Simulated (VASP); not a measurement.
# Nb (I4/mmm) in VASP: further runs

The runs below take Nb through single point, with r2SCAN.

All numbers are computed with VASP 6.6.1; they aren't measurements. Logs are shortened: lines on timing, memory, paths and dates and some standing lists are left out, and cuts for length are marked.

### 1 The cell of the first run

The structure is tetragonal, space group I4/mmm (No. 139). The conventional cell has a = 3.230 Å, b = 3.230 Å, c = 4.061 Å, α = 90.00°, β = 90.00°, γ = 90.00°. Nb (site symmetry 4/mmm) has 14 Nb at 3.06 to 4.06 Å within 4.1 Å.

### 2 Single point, r2SCAN (strain +0.080 along x and y, -0.040 along z)

POSCAR reads:

```
Nb
1.0
    0.0000000000      2.2842000000      2.0304000000
    2.2842000000      0.0000000000      2.0304000000
    2.2842000000      2.2842000000      0.0000000000
Nb
1
Direct
    0.0000000000      0.0000000000      0.0000000000
```

INCAR.step1 reads:

```
PREC = Accurate
ENCUT = 520
ISMEAR = 0
SIGMA = 0.15
LREAL = F
LASPH = T
NELM = 80
NBANDS = 12
GGA = PE
ALGO = Normal
EDIFF = 1E-4
LWAVE = T
LCHARG = F
```

INCAR.step2 reads:

```
PREC = Accurate
ENCUT = 520
EDIFF = 1E-6
ISMEAR = 0
SIGMA = 0.15
LREAL = F
LASPH = T
NELM = 80
ALGO = Normal
ISIF = 2
LWAVE = F
LCHARG = F
METAGGA = R2SCAN
LMIXTAU = T
NBANDS = 12
ISTART = 1
```

KPOINTS reads:

```
Automatic mesh
0
Gamma
  20 20 20
```

Potentials or basis: VASP PAW PBE potentials, release 64 (Nb_sv).

Started as:

```console
> cat potpaw_PBE.64/Nb_sv/POTCAR > POTCAR
> cp INCAR.step1 INCAR
> mpirun -np 1 vasp_std > vasp.out
> cp INCAR.step2 INCAR
> mpirun -np 1 vasp_std > vasp.out
```

OUTCAR:

```text
PREC = Accurate
   ENCUT = 520
   EDIFF = 1E-6
   ISMEAR = 0
   LREAL = F
   LASPH = T
   NELM = 80
   ISIF = 2
   METAGGA = R2SCAN
   ISTART = 1

 ion  position               nearest neighbor table
   1  0.000  0.000  0.000-

  LATTYP: Found a body centered tetragonal cell.
 ALAT       =     3.2303466192
 C/A-ratio  =     1.2570787221

  Lattice vectors:

 A1 = (   0.0000000000,  -2.2842000000,  -2.0304000000)
 A2 = (   0.0000000000,   2.2842000000,  -2.0304000000)
 A3 = (   2.2842000000,   0.0000000000,   2.0304000000)

Analysis of symmetry for initial positions (statically):
=====================================================================
 Subroutine PRICEL returns:
 Original cell was already a primitive cell.

 Routine SETGRP: Setting up the symmetry group for a
 body centered tetragonal supercell.

 Subroutine GETGRP returns: Found 16 space group operations
 (whereof 16 operations were pure point group operations)
 out of a pool of 16 trial point group operations.

The static configuration has the point symmetry D_4h.

Analysis of symmetry for dynamics (positions and initial velocities):
=====================================================================
 Subroutine PRICEL returns:
 Original cell was already a primitive cell.

 Routine SETGRP: Setting up the symmetry group for a
 body centered tetragonal supercell.

 Subroutine GETGRP returns: Found 16 space group operations
 (whereof 16 operations were pure point group operations)
 out of a pool of 16 trial point group operations.

The dynamic configuration has the point symmetry D_4h.

 Subroutine INISYM returns: Found 16 space group operations
 (whereof 16 operations are pure point group operations),
 and found     1 'primitive' translations

----------------------------------------------------------------------------------------

                                     Primitive cell

  volume of cell :      21.1875

  direct lattice vectors                    reciprocal lattice vectors
     0.000000000  2.284200000  2.030400000    -0.218895018  0.218895018  0.246256895
     2.284200000  0.000000000  2.030400000     0.218895018 -0.218895018  0.246256895
     2.284200000  2.284200000  0.000000000     0.218895018  0.218895018 -0.246256895

  length of vectors
     3.056156704  3.056156704  3.230346619     0.395566071  0.395566071  0.395566071

  position of ions in fractional coordinates (direct lattice)
[... 83 lines left out ...]
   ISIF   =      2    stress and relaxation
   ISYM   =      2    0-nonsym 1-usesym 2-fastsym
   POTIM  = 0.5000    time-step for ionic-motion
   TEBEG  =    0.0;   TEEND  =   0.0 temperature during run
   PSTRESS=    0.0 pullay stress
   NELECT =      13.0000    total number of electrons
   NUPDOWN=      -1.0000    fix difference up-down
   EMIN   =  10.00;   EMAX   =-10.00  energy-range for DOS
   EFERMI =   0.00;   METHOD = LEGACY
   ISMEAR =     0;   SIGMA  =   0.15  broadening in eV -4-tet -1-fermi 0-gaus
   EFERMI_NEDOS =   21; number of points for ismear=-14 and -15
   IALGO  =     38    algorithm
   IMIX   =      4    mixing-type and parameters
     AMIX     =   0.40;   BMIX     =  1.00
     AMIX_MAG =   1.60;   BMIX_MAG =  1.00
  volume/ion in A,a.u.               =      21.19       142.98
  Fermi-wavevector in a.u.,A,eV,Ry     =   1.391114  2.628824 26.329962  1.935198
  Thomas-Fermi vector in A             =   2.514984
   LORBIT       =      0    0 simple, 1 ext, 2 COOP (PROOUT), +10 PAW based schemes
   METAGGA = R2SCAN    functional components
   LHFCALC =     F    Hartree Fock is set to
   AEXX    =    0.0000 exact exchange contribution
   IVDW    =     0    specifies the selected vdW correction
   LEPSILON=     F    determine dielectric tensor
   LRPA    =     F    only Hartree local field effects (RPA)
 non-spin polarized calculation
 Gauss-broadening in eV      SIGMA  =   0.15
  energy-cutoff  :      520.00
  volume of cell :       21.19
 maximum number of plane-waves:       588
   NGX = 11   NGY = 11   NGZ = 13

 number of electron      13.0000001 magnetization

 Free energy of the ion-electron system (eV)
  ---------------------------------------------------
  ext. energy  EPLUGINS =         0.00000000
  ---------------------------------------------------
  free energy    TOTEN  =       -24.45910662 eV

  energy without entropy =      -24.44169106  energy(sigma->0) =      -24.45039884

 E-fermi :   9.2358     XC(G=0): -12.7056

 val. band max:        9.2340328324   @ k =   0.4500   0.1500   0.0500
 cond. band min:       9.2359280046   @ k =   0.0000   0.0000   0.0000
 fundamental gap:      0.0018951722
 Fermi energy:         9.2357621677

 k-point     1 :       0.0000    0.0000    0.0000
  band No.  band energies     occupation
      1     -47.4351      2.00000
      2     -22.2588      2.00000
      3     -22.2588      2.00000
      4     -22.2569      2.00000
      5       3.0704      2.00000
      6       9.2359      0.99875
      7       9.2359      0.99874
      8      10.4669      0.00000
      9      11.0954      0.00000
     10      12.5690      0.00000
     11      21.6690      0.00000
     12      25.0700      0.00000
[... 331 lines left out ...]
 k-point    24 :      -0.3500    0.0500    0.0000
  band No.  band energies     occupation
      1     -47.3267      2.00000
      2     -22.9661      2.00000
      3     -22.4051      2.00000
      4     -22.3223      2.00000
      5       5.7016      2.00000
      6       9.0444      1.92881
      7       9.1280      1.69049
      8      10.3061      0.00000
      9      12.7358      0.00000
     10      13.0855      0.00000
     11      20.3532      0.00000
     12      22.2997      0.00000

 [... further k-points ...]

------------------------ aborting loop because EDIFF is reached ----------------------------------------

  FORCE on cell =-STRESS in cart. coord.  units (eV):
  Direction    XX          YY          ZZ          XY          YZ          ZX
  --------------------------------------------------------------------------------------
  -------------------------------------------------------------------------------------
  Total       -1.8843003     -1.8843003     -3.5629176      0.0000000      0.0000000      0.0000000
  in kB     -142.4888373   -142.4888373   -269.4241385      0.0000000      0.0000000      0.0000000
  external PRESSURE =    -184.8006044 kB  Pullay stress =       0.0000000 kB

 VOLUME and BASIS-vectors are now :
 -----------------------------------------------------------------------------
  energy-cutoff  :      520.00
  volume of cell :       21.19
      direct lattice vectors                 reciprocal lattice vectors
     0.000000000  2.284200000  2.030400000    -0.218895018  0.218895018  0.246256895
     2.284200000  0.000000000  2.030400000     0.218895018 -0.218895018  0.246256895
     2.284200000  2.284200000  0.000000000     0.218895018  0.218895018 -0.246256895

 POSITION                                       TOTAL-FORCE (eV/Angst)
 -----------------------------------------------------------------------------------
      0.00000      0.00000      0.00000         0.000000      0.000000      0.000000
 -----------------------------------------------------------------------------------
    total drift:                                0.000000      0.000000      0.000000

  FREE ENERGIE OF THE ION-ELECTRON SYSTEM (eV)
  ---------------------------------------------------
  free  energy   TOTEN  =       -24.4591066166 eV

  energy  without entropy=      -24.4416910558  energy(sigma->0) =      -24.45039884
```

OUTCAR.step1:

```text
PREC = Accurate
   ENCUT = 520
   ISMEAR = 0
   LREAL = F
   LASPH = T
[... 576 lines left out ...]

 POSITION                                       TOTAL-FORCE (eV/Angst)
 -----------------------------------------------------------------------------------
      0.00000      0.00000      0.00000        -0.000000      0.000000      0.000000
 -----------------------------------------------------------------------------------
    total drift:                                0.000000     -0.000000     -0.000000

  FREE ENERGIE OF THE ION-ELECTRON SYSTEM (eV)
  ---------------------------------------------------
  free  energy   TOTEN  =        -9.8538561916 eV

  energy  without entropy=       -9.8351562986  energy(sigma->0) =       -9.84450625
```

It took 3.9 min on 1 thread of Intel Xeon Platinum 8488C (Sapphire Rapids), shared host; peak memory 0.26 GiB.

What came out:

| Property | Result |
| --- | --- |
| Free energy | -24.4591 eV |
| Pressure | -18.5 GPa |
| Band gap on the k mesh | zero (an odd number of electrons rules out a gap without spin polarisation) |

Caveat: the cell differs from its parent crystal (strain +0.080 along x and y, -0.040 along z); the stress differs along the axes, from -27 to -14 GPa; the PAW data sets were made with another functional, which shifts forces and pressure a little.

### 3 Single point, r2SCAN (strain +0.080 along x and y, +0.000 along z)

POSCAR reads:

```
Nb
1.0
    0.0000000000      2.2842000000      2.1150000000
    2.2842000000      0.0000000000      2.1150000000
    2.2842000000      2.2842000000      0.0000000000
Nb
1
Direct
    0.0000000000      0.0000000000      0.0000000000
```

INCAR.step1 reads:

```
PREC     = Accurate       # precision mode
ENCUT    = 520            # plane-wave cutoff, eV
ISMEAR   = 0              # smearing method
SIGMA    = 0.15           # smearing width, eV
LREAL    = F              # projectors in reciprocal space
LASPH    = T              # aspherical terms in the spheres
NELM     = 60             # most SCF steps
NBANDS   = 12             # bands
GGA      = PE             # functional
ALGO     = Normal         # electronic algorithm
EDIFF    = 1E-4           # SCF threshold, eV
LWAVE    = T              # write WAVECAR
LCHARG   = F              # write CHGCAR
```

INCAR.step2 reads:

```
PREC     = Accurate       # precision mode
ENCUT    = 520            # plane-wave cutoff, eV
EDIFF    = 1E-7           # SCF threshold, eV
ISMEAR   = 0              # smearing method
SIGMA    = 0.15           # smearing width, eV
LREAL    = F              # projectors in reciprocal space
LASPH    = T              # aspherical terms in the spheres
NELM     = 60             # most SCF steps
ALGO     = Normal         # electronic algorithm
ISIF     = 2              # what is computed and relaxed
LWAVE    = F              # write WAVECAR
LCHARG   = T              # write CHGCAR
METAGGA  = R2SCAN         # meta-GGA
LMIXTAU  = T            
LELF     = T              # ELF
LVHAR    = T            
NBANDS   = 12             # bands
ISTART   = 1
```

KPOINTS is that of step 2.

Potentials or basis: VASP PAW PBE potentials, release 64 (Nb_sv).

Started as:

```console
> cat potpaw_PBE.64/Nb_sv/POTCAR > POTCAR
> cp INCAR.step1 INCAR
> mpirun -np 1 vasp_std > vasp.out
> cp INCAR.step2 INCAR
> mpirun -np 1 vasp_std > vasp.out
```

It took 4.6 min on 1 thread of Intel Xeon Platinum 8488C (Sapphire Rapids), shared host; peak memory 0.28 GiB.

It converged, with:

```
Free energy            : -24.3072 eV
Pressure               : -21.5 GPa
Band gap on the k mesh : zero (an odd number of electrons rules out a gap without spin polarisation)
```

Stress tensor (GPa, compression positive):
```
-18.21   0.00   0.00
  0.00 -18.21   0.00
  0.00   0.00 -27.99
```

Levels at points of the mesh, in eV from the Fermi level:
| k point | band 3 | band 4 | band 5 | band 6 | band 7 | band 8 | band 9 | band 10 |
| --- | --- | --- | --- | --- | --- | --- | --- | --- |
| (0.00, 0.00, 0.00) | -31.69 | -31.69 | -6.11 | 0.02 | 0.02 | 0.83 | 2.00 | 2.97 |
| (0.50, 0.00, 0.00) | -31.83 | -31.75 | -3.41 | -0.26 | 0.67 | 0.83 | 3.84 | 4.25 |
| (0.50, 0.50, 0.00) | -32.02 | -32.02 | -3.29 | -2.78 | 3.75 | 4.06 | 4.43 | 4.43 |
| (0.50, 0.00, 0.50) | -31.98 | -31.87 | -3.36 | -2.65 | 2.42 | 4.05 | 4.13 | 4.70 |

Caveat: the cell differs from its parent crystal (strain +0.080 along x and y, +0.000 along z); the stress differs along the axes, from -28 to -18 GPa; the PAW data sets were made with another functional, which shifts forces and pressure a little.
